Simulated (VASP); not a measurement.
# Cs2H (P6/mmm) in VASP: relaxation of cell and atoms with PBE

Aim: the relaxation of cell and atoms of Cs2H with PBE.

Everything below comes from runs of VASP 6.6.1. Logs are shortened: lines on timing, memory, paths and dates and some standing lists are left out, and cuts for length are marked.

### Step 1. The cell of the first run

Symmetry: P6/mmm, No. 191, hexagonal system. Conventional cell: a = 5.547 Å, b = 5.547 Å, c = 4.523 Å, α = 90.00°, β = 90.00°, γ = 120.00°. Within 4.2 Å of Cs (site symmetry -6m2) lie 3 Cs at 3.20 Å and 3 H at 3.20 Å. Within 4.2 Å of H (site symmetry 6/mmm) lie 6 Cs at 3.20 Å.

The cell was built from a structure type or drawn by symmetry, and may not be a known phase.

### Step 2. Relaxation of cell and atoms, PBE

INCAR reads:

```
PREC = Accurate
ENCUT = 600
EDIFF = 1E-7
ISMEAR = 0
SIGMA = 0.1
LREAL = False
LASPH = True
NELM = 100
ALGO = Normal
ISIF = 3
LWAVE = False
LCHARG = False
GGA = PE
IBRION = 2
NSW = 90
EDIFFG = -0.04
```

KPOINTS reads:

```
Automatic mesh
0
Gamma
  6 6 4
```

POSCAR reads:

```
Cs2H
1.0
    5.5471989200      0.0000000000      0.0000000000
   -2.7735994600      4.8040151800      0.0000000000
    0.0000000000      0.0000000000      4.5229973100
Cs H
2 1
Direct
    0.3333333300      0.6666666700      0.5000000000
    0.6666666700      0.3333333300      0.5000000000
    0.0000000000      0.0000000000      0.5000000000
```

Potentials or basis: VASP PAW PBE potentials, release 64 (Cs_sv, H).

On the command line:

```bash
cat potpaw_PBE.64/Cs_sv/POTCAR potpaw_PBE.64/H/POTCAR > POTCAR
mpirun -np 1 vasp_std > vasp.out
```

OUTCAR:

```text
PREC = Accurate
   ENCUT = 600
   EDIFF = 1E-7
   ISMEAR = 0
   LREAL = False
   LASPH = True
   NELM = 100
   ISIF = 3
   GGA = PE
   IBRION = 2
   NSW = 90
   EDIFFG = -0.04

 ion  position               nearest neighbor table
   1  0.333  0.667  0.500-
   2  0.667  0.333  0.500-
   3  0.000  0.000  0.500-

  LATTYP: Found a hexagonal cell.
 ALAT       =     5.5471989200
 C/A-ratio  =     0.8153659847

  Lattice vectors:

 A1 = (   5.5471989200,   0.0000000000,   0.0000000000)
 A2 = (  -2.7735994600,   4.8040151800,   0.0000000000)
 A3 = (   0.0000000000,   0.0000000000,   4.5229973100)

Analysis of symmetry for initial positions (statically):
=====================================================================
 Subroutine PRICEL returns:
 Original cell was already a primitive cell.

 Routine SETGRP: Setting up the symmetry group for a
 hexagonal supercell.

 Subroutine GETGRP returns: Found 24 space group operations
 (whereof 24 operations were pure point group operations)
 out of a pool of 24 trial point group operations.

The static configuration has the point symmetry D_6h.

Analysis of symmetry for dynamics (positions and initial velocities):
=====================================================================
 Subroutine PRICEL returns:
 Original cell was already a primitive cell.

 Routine SETGRP: Setting up the symmetry group for a
 hexagonal supercell.

 Subroutine GETGRP returns: Found 24 space group operations
 (whereof 24 operations were pure point group operations)
 out of a pool of 24 trial point group operations.

The dynamic configuration has the point symmetry D_6h.

 Subroutine INISYM returns: Found 24 space group operations
 (whereof 24 operations are pure point group operations),
 and found     1 'primitive' translations

----------------------------------------------------------------------------------------

                                     Primitive cell

  volume of cell :     120.5326

  direct lattice vectors                    reciprocal lattice vectors
     5.547198920  0.000000000  0.000000000     0.180271163  0.104079605  0.000000000
    -2.773599460  4.804015180  0.000000000     0.000000000  0.208159209  0.000000000
     0.000000000  0.000000000  4.522997310     0.000000000  0.000000000  0.221092327

[... 71 lines left out ...]
 SYSTEM =  unknown system
   PREC   = accura    normal or accurate (medium, high low for compatibility)
   ISTART =      0    job   : 0-new  1-cont  2-samecut
   ICHARG =      2    charge: 1-file 2-atom 10-const
   ISPIN  =      1    spin polarized calculation?
   LNONCOLLINEAR =      F non collinear calculations
   LSORBIT =      F    spin-orbit coupling
   LASPH  =      T    aspherical Exc in radial PAW
   ENCUT  =  600.0 eV  44.10 Ry    6.64 a.u.  11.08 11.08  9.03*2*pi/ulx,y,z
   NELM   =    100;   NELMIN=  2; NELMDL= -5     # of ELM steps
   EDIFF  = 0.1E-06   stopping-criterion for ELM
   LREAL  =      F    real-space projection
   EDIFFG = -.4E-01   stopping-criterion for IOM
   NSW    =     90    number of steps for IOM
   IBRION =      2    ionic relax: 0-MD 1-quasi-New 2-CG
   NFREE  =      1    steps in history (QN), initial steepest desc. (CG)
   ISIF   =      3    stress and relaxation
   ISYM   =      2    0-nonsym 1-usesym 2-fastsym
   POTIM  = 0.5000    time-step for ionic-motion
   TEBEG  =    0.0;   TEEND  =   0.0 temperature during run
   PSTRESS=    0.0 pullay stress
   NELECT =      19.0000    total number of electrons
   NUPDOWN=      -1.0000    fix difference up-down
   EMIN   =  10.00;   EMAX   =-10.00  energy-range for DOS
   EFERMI =   0.00;   METHOD = LEGACY
   ISMEAR =     0;   SIGMA  =   0.10  broadening in eV -4-tet -1-fermi 0-gaus
   EFERMI_NEDOS =   21; number of points for ismear=-14 and -15
   IALGO  =     38    algorithm
   IMIX   =      4    mixing-type and parameters
     AMIX     =   0.40;   BMIX     =  1.00
     AMIX_MAG =   1.60;   BMIX_MAG =  1.00
  volume/ion in A,a.u.               =      40.18       271.13
  Fermi-wavevector in a.u.,A,eV,Ry     =   0.884351  1.671181 10.640793  0.782076
  Thomas-Fermi vector in A             =   2.005239
   LORBIT       =      0    0 simple, 1 ext, 2 COOP (PROOUT), +10 PAW based schemes
   GGA     = PE    functional components
   LHFCALC =     F    Hartree Fock is set to
   AEXX    =    0.0000 exact exchange contribution
   IVDW    =     0    specifies the selected vdW correction
   LEPSILON=     F    determine dielectric tensor
   LRPA    =     F    only Hartree local field effects (RPA)
 conjugate gradient relaxation of ions
 non-spin polarized calculation
 Gauss-broadening in eV      SIGMA  =   0.10
  energy-cutoff  :      600.00
  volume of cell :      120.53
 maximum number of plane-waves:      4042
 NGX is ok and might be reduce to    48
   NGX = 23   NGY = 23   NGZ = 19

--------------------------------------- Ionic step        1  -------------------------------------------

 number of electron      19.0000002 magnetization

 Free energy of the ion-electron system (eV)
  ---------------------------------------------------
  ext. energy  EPLUGINS =         0.00000000
  ---------------------------------------------------
  free energy    TOTEN  =        -3.33177139 eV

  energy without entropy =       -3.32013573  energy(sigma->0) =       -3.32595356

------------------------ aborting loop because EDIFF is reached ----------------------------------------

  FORCE on cell =-STRESS in cart. coord.  units (eV):
  Direction    XX          YY          ZZ          XY          YZ          ZX
  --------------------------------------------------------------------------------------
  -------------------------------------------------------------------------------------
  Total        4.2915327      4.2915327      0.5538706      0.0000000     -0.0000000      0.0000000
  in kB       57.0451289     57.0451288      7.3623164      0.0000000     -0.0000000      0.0000000
  external PRESSURE =      40.4841914 kB  Pullay stress =       0.0000000 kB
[... 283 lines left out ...]
--------------------------------------- Ionic step        9  -------------------------------------------

 number of electron      19.0000007 magnetization

 Free energy of the ion-electron system (eV)
  ---------------------------------------------------
  ext. energy  EPLUGINS =         0.00000000
  ---------------------------------------------------
  free energy    TOTEN  =        -3.88298023 eV

  energy without entropy =       -3.87428767  energy(sigma->0) =       -3.87863395

 E-fermi :   0.8799     XC(G=0):  -5.8257

 val. band max:        0.7997760239   @ k =   0.3333   0.0000   0.2500
 cond. band min:       0.9620672843   @ k =   0.3333   0.3333   0.0000
 fundamental gap:      0.1622912603
 Fermi energy:         0.8798794912

 k-point     1 :       0.0000    0.0000    0.0000
  band No.  band energies     occupation
      1     -23.7461      2.00000
      2     -23.4375      2.00000
      3     -11.0067      2.00000
      4     -11.0067      2.00000
      5     -10.4688      2.00000
      6     -10.1105      2.00000
      7      -9.9101      2.00000
      8      -9.9101      2.00000
      9      -1.8082      2.00000
     10       0.3708      2.00000
     11       2.7071      0.00000
     12       2.7071      0.00000
     13       3.0989      0.00000
[... 348 lines left out ...]
  FREE ENERGIE OF THE ION-ELECTRON SYSTEM (eV)
  ---------------------------------------------------
  free  energy   TOTEN  =        -3.8829802282 eV

  energy  without entropy=       -3.8742876709  energy(sigma->0) =       -3.87863395

 reached required accuracy - stopping structural energy minimisation
```

Run time: 8.4 min. Hardware: 1 thread of Intel Xeon Platinum 8375C at 2.90GHz (Ice Lake), shared host; peak memory 0.3 GiB.

What came out:

```yaml
Free_energy: -3.8830 eV
Relaxed_volume: 64.78 Å³/atom
Relaxed_cell: a = 6.396 Å, b = 6.396 Å, c = 5.485 Å, α = 90.00°, β = 90.00°, γ = 120.00°
Space_group_after_relaxing_to_0.1_Å: P6/mmm (No. 191)
Energy_gained_by_relaxing: 183.7 meV/atom
Ionic_steps: 9
Pressure_after_relaxing: 0.0 GPa
Band_gap_on_the_k_mesh: zero (an odd number of electrons rules out a gap without spin polarisation)
```

The path:
```csv
step,energy change (eV),largest force (eV/Å),pressure (GPa),volume (Å³)
1,0.0000,0.0000,4.05,120.53
2,-0.3657,0.0000,1.34,138.97
3,-0.4315,0.0000,0.70,148.88
4,-0.4437,0.0000,0.08,169.84
5,-0.4523,0.0000,0.23,162.39
6,-0.4526,0.0000,0.28,160.32
7,-0.4699,0.0000,0.26,163.68
8,-0.5134,0.0000,0.26,173.80
9,-0.5512,0.0000,0.01,194.35
```

Final structure:
```
Cs H
1.0
     6.39639    0.00000    0.00000
    -3.19819    5.53943    0.00000
     0.00000    0.00000    5.48522
Cs H
2 1
Direct
  0.33333 0.66667 0.50000
  0.66667 0.33333 0.50000
  0.00000 0.00000 0.50000
```

Caveat: the volume moved by over 15 % at a fixed basis, so the end points are rough; spin-orbit coupling is left out, which moves the levels of the heavy elements.
